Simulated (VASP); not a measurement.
Set up this calculation in VASP 6.6.1, as the native input.

```
Task                   : single point
Functional             : PBE
Potentials or basis    : VASP PAW PBE potentials, release 64 (Ti_sv, N)
Cutoff                 : 520 eV
k mesh                 : 15 × 15 × 15
Occupations            : fermi-dirac, width 0.1 eV
Spin                   : no spin polarisation
Dipole correction      : no
Further INCAR settings : ALGO = Normal; EDIFF = 1e-06; NBANDS = 16
```

The structure of TiN (rocksalt type) lies in POSCAR:

```
TiN
1.0
    0.0000000000      1.9035469607      1.9035469607
    1.9035469607      0.0000000000      1.9035469607
    1.9035469607      1.9035469607      0.0000000000
Ti N
1 1
Direct
    0.0000000000      0.0000000000      0.0000000000
    0.5000000000      0.5000000000      0.5000000000
```

One way to write it, as run:

INCAR

```
ALGO = Normal
EDIFF = 1E-6
ENCUT = 520
GGA = PE
ISIF = 2
ISMEAR = -1
LASPH = T
LCHARG = F
LREAL = F
LWAVE = F
NBANDS = 16
NELM = 100
PREC = Accurate
SIGMA = 0.1
```

KPOINTS

```
k-points
0
Gamma
  15 15 15
```

Potentials or basis: VASP PAW PBE potentials, release 64 (Ti_sv, N).

Command:

```sh
$ cat potpaw_PBE.64/Ti_sv/POTCAR potpaw_PBE.64/N/POTCAR > POTCAR
$ mpirun -np 1 vasp_std > vasp.out
```

Results of the run:

- Pressure: 181.1 GPa
- Band gap on the k mesh: zero (an odd number of electrons rules out a gap without spin polarisation)

Caveat: the cell stands under pressure.

It took 29 s on 1 thread of Intel Xeon 8259CL (shared host), peak memory 0.14 GiB.
